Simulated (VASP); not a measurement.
A run of VASP 6.6.1 is set up as follows.

INCAR

```
SYSTEM = Cu12O
  PREC = Accurate
  ENCUT = 520
  EDIFF = 1E-7
  ISMEAR = 0
  SIGMA = 0.1
  LREAL = .False.
  LASPH = .True.
  NELM = 80
  ALGO = Normal
  ISIF = 2
  LWAVE = .False.
  LCHARG = .False.
  LDIPOL = .True.
  IDIPOL = 3
  DIPOL = 0.5 0.5 0.322
  GGA = PE
  NBANDS = 81
```

The input KPOINTS:

```
Automatic mesh
0
Gamma
  6 6 1
  0 0 0
```

The input POSCAR:

```
Cu12O
1.0
    5.1319544695      0.0000000000      0.0000000000
   -2.5659772347      4.4444029416      0.0000000000
    0.0000000000      0.0000000000     19.6215699228
Cu O
12 1
Direct
    0.3333333333      0.1666666667      0.2038572864
    0.3333333333      0.6666666667      0.2038572864
    0.8333333333      0.1666666667      0.2038572864
    0.8333333333      0.6666666667      0.2038572864
    0.1666666667      0.3333333333      0.3088787979
    0.1666666667      0.8333333333      0.3088787979
    0.6666666667      0.3333333333      0.3088787979
    0.6666666667      0.8333333333      0.3088787979
    0.0000000000      0.0000000000      0.4139103015
    0.0000000000      0.5000000000      0.4139103015
    0.5000000000      0.0000000000      0.4139103015
    0.5000000000      0.5000000000      0.4139103015
    0.3333333333      0.1666666667      0.4731213481
```

Potentials or basis: VASP PAW PBE potentials, release 64 (Cu, O).

Command:

```sh
$ cat potpaw_PBE.64/Cu/POTCAR potpaw_PBE.64/O/POTCAR > POTCAR
$ mpirun -np 1 vasp_std > vasp.out
```

Task: Predict the largest force.

Result: 0.761 eV/Å.

Task: Predict the band gap on the k mesh.

Result: Zero (bands 69 and 70 overlap by 0.19 eV).

Forces on the atoms (eV/Å):
```
Cu   0.000  0.000  0.034
Cu  -0.023 -0.013 -0.116
Cu   0.000  0.027 -0.116
Cu   0.023 -0.013 -0.116
Cu  -0.069  0.040 -0.114
Cu   0.000 -0.079 -0.114
Cu   0.069  0.040 -0.114
Cu   0.000  0.000  0.285
Cu  -0.640 -0.370  0.179
Cu   0.000  0.000 -0.307
Cu   0.640 -0.370  0.179
Cu   0.000  0.739  0.179
O    0.000  0.000  0.141
```

With open d or f shells a metallic result of PBE can be an artefact of self-interaction; +U or a hybrid may open a gap.
